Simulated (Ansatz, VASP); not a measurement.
**Two plane-wave programs on TePb**

```xyz
2
Lattice="3.9206 0.0000 0.0000 0.0000 3.9206 0.0000 0.0000 0.0000 3.9206" Properties=species:S:1:pos:R:3 pbc="T T T"
Pb    0.0000    0.0000    0.0000
Te    1.9603    1.9603    1.9603
```

Alike in both runs: task single point; functional r2SCAN; k mesh 7 × 7 × 7; occupations fermi-dirac, width 0.05 eV; no spin polarisation.

```csv
,VASP,Ansatz
version,VASP 6.6.1,Ansatz 0.2.0
potentials or method,"VASP PAW PBE potentials, release 64 (Pb_d, Te)",Ansatz PAW
plane-wave cutoff (eV),520,500
valence electrons in the cell,20,30
```

|  | VASP | Ansatz | Ansatz less VASP |
| --- | --- | --- | --- |
| gap on the k mesh at the Fermi level (eV) | none | none | - |
| pressure (GPa) | 2.9 | 2.8 | 0.00 |

VASP's potentials were made for PBE, not for r2SCAN. A gap of «none» marks a metal or a gap that the smearing closes. VASP's potentials hold 20 valence electrons a cell and Ansatz's 30, so a difference there can come from the potentials and not from the codes.

Spin-orbit coupling is off throughout.
